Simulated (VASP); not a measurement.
# SiO2 (P4_2/mnm) in VASP: dielectric tensor with r2SCAN

Aim: the dielectric tensor of SiO2 with r2SCAN.

Program: VASP 6.6.1. These are calculated values, not measurements. Logs are shortened: lines on timing, memory, paths and dates and some standing lists are left out, and cuts for length are marked.

### Step 1. The cell of the first run

The structure is tetragonal, space group P4_2/mnm (No. 136). Conventional cell: a = 4.227 Å, b = 4.227 Å, c = 2.696 Å, α = 90.00°, β = 90.00°, γ = 90.00°. Within 2.4 Å of Si (site symmetry mmm) lie 6 O at 1.77 to 1.84 Å. Within 2.4 Å of O (site symmetry m2m) lie 3 Si at 1.77 to 1.84 Å and 1 O at 2.31 Å.

### Step 2. Dielectric tensor, r2SCAN (strain +1.0%)

Contents of INCAR:

```
SYSTEM = SiO2
PREC = Accurate
ENCUT = 520
EDIFF = 1E-8
ISMEAR = 0
SIGMA = 0.01
LREAL = .FALSE.
LASPH = .TRUE.
NELM = 60
ALGO = Normal
ISIF = 2
LWAVE = .FALSE.
LCHARG = .FALSE.
METAGGA = R2SCAN
LMIXTAU = .TRUE.
LCALCEPS = .TRUE.
```

Contents of KPOINTS:

```
Automatic mesh
0
G
  6 6 8
  0 0 0
```

Contents of POSCAR:

```
SiO2
1.0
    4.2270406866      0.0000000000      0.0000000000
    0.0000000000      4.2270406866      0.0000000000
    0.0000000000      0.0000000000      2.6955282899
Si O
2 4
Direct
    0.0000000000      0.0000000000      0.0000000000
    0.5000000000      0.5000000000      0.5000000000
    0.3071970334      0.3071970334      0.0000000000
    0.1928029666      0.8071970334      0.5000000000
    0.8071970334      0.1928029666      0.5000000000
    0.6928029666      0.6928029666      0.0000000000
```

Potentials or basis: VASP PAW PBE potentials, release 64 (Si, O).

Launch:

```
$ cat potpaw_PBE.64/Si/POTCAR potpaw_PBE.64/O/POTCAR > POTCAR
$ mpirun -np 1 vasp_std > vasp.out
```

OUTCAR:

```text
SYSTEM = SiO2
   PREC = Accurate
   ENCUT = 520
   EDIFF = 1E-8
   ISMEAR = 0
   LREAL = .FALSE.
   LASPH = .TRUE.
   NELM = 60
   ISIF = 2
   METAGGA = R2SCAN

 ion  position               nearest neighbor table
   1  0.000  0.000  0.000-   4 1.77   5 1.77   4 1.77   5 1.77   3 1.84   6 1.84
   2  0.500  0.500  0.500-   3 1.77   6 1.77   3 1.77   6 1.77   5 1.84   4 1.84
   3  0.307  0.307  0.000-   2 1.77   2 1.77   1 1.84
   4  0.193  0.807  0.500-   1 1.77   1 1.77   2 1.84
   5  0.807  0.193  0.500-   1 1.77   1 1.77   2 1.84
   6  0.693  0.693  0.000-   2 1.77   2 1.77   1 1.84

  LATTYP: Found a simple tetragonal cell.
 ALAT       =     4.2270406866
 C/A-ratio  =     0.6376868570

  Lattice vectors:

 A1 = (   4.2270406866,   0.0000000000,   0.0000000000)
 A2 = (   0.0000000000,   4.2270406866,   0.0000000000)
 A3 = (   0.0000000000,   0.0000000000,   2.6955282899)

Analysis of symmetry for initial positions (statically):
=====================================================================
 Subroutine PRICEL returns:
 Original cell was already a primitive cell.

 Routine SETGRP: Setting up the symmetry group for a
 simple tetragonal supercell.

 Subroutine GETGRP returns: Found 16 space group operations
 (whereof  8 operations were pure point group operations)
 out of a pool of 16 trial point group operations.

The static configuration has the point symmetry D_2h.
 The point group associated with its full space group is D_4h.

Analysis of symmetry for dynamics (positions and initial velocities):
=====================================================================
 Subroutine PRICEL returns:
 Original cell was already a primitive cell.

 Routine SETGRP: Setting up the symmetry group for a
 simple tetragonal supercell.

 Subroutine GETGRP returns: Found 16 space group operations
 (whereof  8 operations were pure point group operations)
 out of a pool of 16 trial point group operations.

The dynamic configuration has the point symmetry D_2h.
 The point group associated with its full space group is D_4h.

 Subroutine INISYM returns: Found 16 space group operations
 (whereof  8 operations are pure point group operations),
 and found     1 'primitive' translations

----------------------------------------------------------------------------------------

                                     Primitive cell

  volume of cell :      48.1634

  direct lattice vectors                    reciprocal lattice vectors
     4.227040687  0.000000000  0.000000000     0.236572126  0.000000000  0.000000000
     0.000000000  4.227040687  0.000000000     0.000000000  0.236572126  0.000000000
     0.000000000  0.000000000  2.695528290     0.000000000  0.000000000  0.370984791

  length of vectors
     4.227040687  4.227040687  2.695528290     0.236572126  0.236572126  0.370984791

  position of ions in fractional coordinates (direct lattice)
     0.000000000  0.000000000  0.000000000
     0.500000000  0.500000000  0.500000000
     0.307197033  0.307197033  0.000000000
     0.192802967  0.807197033  0.500000000
     0.807197033  0.192802967  0.500000000
     0.692802967  0.692802967  0.000000000

  ion indices of the primitive-cell ions
   primitive index   ion index
                 1           1
                 2           2
                 3           3
                 4           4
                 5           5
                 6           6

----------------------------------------------------------------------------------------

 KPOINTS: Automatic mesh

Automatic generation of k-mesh.
 Grid dimensions read from file:
 generate k-points for:    6    6    8

 Generating k-lattice:

  Cartesian coordinates                     Fractional coordinates (reciprocal lattice)
[... 56 lines left out ...]
   LSORBIT =      F    spin-orbit coupling
   LASPH  =      T    aspherical Exc in radial PAW
   ENCUT  =  520.0 eV  38.22 Ry    6.18 a.u.   7.86  7.86  5.01*2*pi/ulx,y,z
   NELM   =     60;   NELMIN=  2; NELMDL= -5     # of ELM steps
   EDIFF  = 0.1E-07   stopping-criterion for ELM
   LREAL  =      F    real-space projection
   EDIFFG = 0.1E-06   stopping-criterion for IOM
   NSW    =      0    number of steps for IOM
   IBRION =     -1    ionic relax: 0-MD 1-quasi-New 2-CG
   NFREE  =      0    steps in history (QN), initial steepest desc. (CG)
   ISIF   =      2    stress and relaxation
   ISYM   =      2    0-nonsym 1-usesym 2-fastsym
   POTIM  = 0.5000    time-step for ionic-motion
   TEBEG  =    0.0;   TEEND  =   0.0 temperature during run
   PSTRESS=    0.0 pullay stress
   NELECT =      32.0000    total number of electrons
   NUPDOWN=      -1.0000    fix difference up-down
   EMIN   =  10.00;   EMAX   =-10.00  energy-range for DOS
   EFERMI =   0.00;   METHOD = LEGACY
   ISMEAR =     0;   SIGMA  =   0.01  broadening in eV -4-tet -1-fermi 0-gaus
   EFERMI_NEDOS =   21; number of points for ismear=-14 and -15
   IALGO  =     38    algorithm
   IMIX   =      4    mixing-type and parameters
     AMIX     =   0.40;   BMIX     =  1.00
     AMIX_MAG =   1.60;   BMIX_MAG =  1.00
  volume/ion in A,a.u.               =       8.03        54.17
  Fermi-wavevector in a.u.,A,eV,Ry     =   1.428519  2.699509 27.764939  2.040665
  Thomas-Fermi vector in A             =   2.548572
   LORBIT       =      0    0 simple, 1 ext, 2 COOP (PROOUT), +10 PAW based schemes
   METAGGA = R2SCAN    functional components
   LHFCALC =     F    Hartree Fock is set to
   AEXX    =    0.0000 exact exchange contribution
   IVDW    =     0    specifies the selected vdW correction
   LEPSILON=     F    determine dielectric tensor
   LRPA    =     F    only Hartree local field effects (RPA)
   LRPA       =     F
 non-spin polarized calculation
 Gauss-broadening in eV      SIGMA  =   0.01
  energy-cutoff  :      520.00
  volume of cell :       48.16
 maximum number of plane-waves:      1316
 NGX is ok and might be reduce to    32
   NGX = 15   NGY = 15   NGZ = 11

 Total electronic dipole moment: p[elc]=(    -0.00000     0.00000    -0.00000 ) |e| Angst

 number of electron      31.9999989 magnetization

 Free energy of the ion-electron system (eV)
  ---------------------------------------------------
  ext. energy  EPLUGINS =         0.00000000
  ---------------------------------------------------
  free energy    TOTEN  =       -58.75151341 eV

  energy without entropy =      -58.75151341  energy(sigma->0) =      -58.75151341

 E-fermi :   7.4265     XC(G=0): -12.7038

 val. band max:        7.3669642466   @ k =   0.0000   0.0000   0.0000
 cond. band min:   10000.0000000000   @ k =   0.0000   0.0000   0.0000
 fundamental gap:   9992.6330357534
 Fermi energy:         7.4264584473

 k-point     1 :       0.0000    0.0000    0.0000
  band No.  band energies     occupation
      1     -15.8503      2.00000
      2     -12.3962      2.00000
      3     -12.3962      2.00000
      4     -12.2120      2.00000
      5      -3.4014      2.00000
      6       1.0684      2.00000
[... 541 lines left out ...]
     19   10000.0000      0.00000
     20   10000.0000      0.00000

 [... further k-points ...]

------------------------ aborting loop because EDIFF is reached ----------------------------------------

            Ionic dipole moment: p[ion]=(    -8.45408    -8.45408   -21.56423 ) |e| Angst

 Total electronic dipole moment: p[elc]=(     0.00000    -0.00000     0.00634 ) |e| Angst

 MACROSCOPIC STATIC DIELECTRIC TENSOR (including local field effects)
 ------------------------------------------------------
           3.214012     0.000000     0.000000
           0.000000     3.214012     0.000000
           0.000000     0.000000     3.380885
 ------------------------------------------------------

 PIEZOELECTRIC TENSOR (including local field effects) (e Angst)
          XX          YY          ZZ          XY          YZ          ZX
  --------------------------------------------------------------------------------
  x     0.00000     0.00000     0.00000     0.00000     0.00000     0.00000
  y     0.00000     0.00000     0.00000     0.00000     0.00000     0.00000
  z     0.00000     0.00000     0.00000     0.00000     0.00000     0.00000

 PIEZOELECTRIC TENSOR (including local field effects) (C/m^2)
          XX          YY          ZZ          XY          YZ          ZX
  --------------------------------------------------------------------------------
  x     0.00000     0.00000     0.00000     0.00000     0.00000     0.00000
  y     0.00000     0.00000     0.00000     0.00000     0.00000     0.00000
  z     0.00000     0.00000     0.00000     0.00000     0.00000     0.00000

 BORN EFFECTIVE CHARGES (including local field effects) (in |e|, cummulative output)
 ---------------------------------------------------------------------------------
 ion    1
    1     3.83135     0.38085     0.00000
    2     0.38085     3.83135     0.00000
    3     0.00000     0.00000     4.06796
 ion    2
    1     3.83135    -0.38085     0.00000
    2    -0.38085     3.83135     0.00000
    3     0.00000     0.00000     4.06796
 ion    3
    1    -1.91568    -0.56679     0.00000
    2    -0.56679    -1.91568     0.00000
    3     0.00000     0.00000    -2.03398
 ion    4
    1    -1.91568     0.56679     0.00000
    2     0.56679    -1.91568     0.00000
    3     0.00000     0.00000    -2.03398
 ion    5
    1    -1.91568     0.56679     0.00000
    2     0.56679    -1.91568     0.00000
    3     0.00000     0.00000    -2.03398
 ion    6
    1    -1.91568    -0.56679     0.00000
    2    -0.56679    -1.91568     0.00000
    3     0.00000     0.00000    -2.03398

  FORCE on cell =-STRESS in cart. coord.  units (eV):
  Direction    XX          YY          ZZ          XY          YZ          ZX
  --------------------------------------------------------------------------------------
  -------------------------------------------------------------------------------------
  Total       -2.3367552     -2.3367552     -3.0171593     -0.0000000      0.0000000      0.0000000
  in kB      -77.7332895    -77.7332895   -100.3672605     -0.0000000      0.0000000      0.0000000
  external PRESSURE =     -85.2779465 kB  Pullay stress =       0.0000000 kB

 VOLUME and BASIS-vectors are now :
 -----------------------------------------------------------------------------
  energy-cutoff  :      520.00
  volume of cell :       48.16
      direct lattice vectors                 reciprocal lattice vectors
     4.227040687  0.000000000  0.000000000     0.236572126  0.000000000  0.000000000
     0.000000000  4.227040687  0.000000000     0.000000000  0.236572126  0.000000000
     0.000000000  0.000000000  2.695528290     0.000000000  0.000000000  0.370984791

 POSITION                                       TOTAL-FORCE (eV/Angst)
 -----------------------------------------------------------------------------------
      0.00000      0.00000      0.00000         0.000000      0.000000      0.000000
      2.11352      2.11352      1.34776         0.000000      0.000000      0.000000
      1.29853      1.29853      0.00000        -0.015038     -0.015038     -0.000000
      0.81499      3.41205      1.34776         0.015038     -0.015038     -0.000000
      3.41205      0.81499      1.34776        -0.015038      0.015038      0.000000
      2.92851      2.92851      0.00000         0.015038      0.015038      0.000000
 -----------------------------------------------------------------------------------
    total drift:                                0.000000     -0.000000      0.000000

  FREE ENERGIE OF THE ION-ELECTRON SYSTEM (eV)
  ---------------------------------------------------
  free  energy   TOTEN  =       -58.7515134143 eV

  energy  without entropy=      -58.7515134143  energy(sigma->0) =      -58.75151341
```

It took 41 min on 1 thread of AMD EPYC 7R13 (Zen 3), shared host; peak memory 0.4 GiB.

What came out:

```yaml
Band_gap_on_the_k_mesh: 6.00 eV
Electronic_dielectric_tensor_diagonal: 3.21, 3.21, 3.38
Born_charges_mean_of_the_diagonal: Si +3.91; O -1.96 e
```

Levels at points of the mesh, in eV from the valence-band top:
```
           k point  band 13  band 14  band 15  band 16  band 17  band 18  band 19  band 20
(0.00, 0.00, 0.00)    -2.53    -0.85    -0.85     0.00     6.00     7.48     9.24     9.24
(0.50, 0.00, 0.00)    -2.67    -2.67    -1.05    -1.05     8.28     8.28     9.82     9.82
(0.50, 0.50, 0.00)    -2.56    -2.56    -2.21    -2.21     7.99     7.99    10.75    10.75
(0.00, 0.00, 0.50)    -2.94    -2.94    -2.61    -2.61     9.75     9.75    13.45    13.46
(0.50, 0.00, 0.50)    -2.23    -2.23    -1.72    -1.72     9.52     9.52    10.55    10.55
(0.50, 0.50, 0.50)    -1.75    -1.75    -1.52    -1.52     7.86     7.86    11.71    11.71
```

Electronic dielectric tensor:
```
3.21 0.00 0.00
0.00 3.21 0.00
0.00 0.00 3.38
```

Born effective charge tensors (e):
atom 1, Si
```
3.83 0.38 0.00
0.38 3.83 0.00
0.00 0.00 4.07
```
atom 2, Si
```
 3.83 -0.38  0.00
-0.38  3.83  0.00
 0.00  0.00  4.07
```
atom 3, O
```
-1.92 -0.57  0.00
-0.57 -1.92  0.00
 0.00  0.00 -2.03
```
atom 4, O
```
-1.92  0.57  0.00
 0.57 -1.92  0.00
 0.00  0.00 -2.03
```
atom 5, O
```
-1.92  0.57  0.00
 0.57 -1.92  0.00
 0.00  0.00 -2.03
```
atom 6, O
```
-1.92 -0.57  0.00
-0.57 -1.92  0.00
 0.00  0.00 -2.03
```

Dipole moments of the cell (e·Å, modulo the quantum): ionic -8.454, -8.454, -21.564; electronic 0.000, 0.000, 0.006

Caveat: the cell differs from its parent crystal (strain +1.0%); the structure was generated, so it needn't be the stable form of SiO2; the PAW data sets were made with another functional, which shifts forces and pressure a little.

The gap in the log of VASP goes by the Fermi energy; the results here count the filled bands.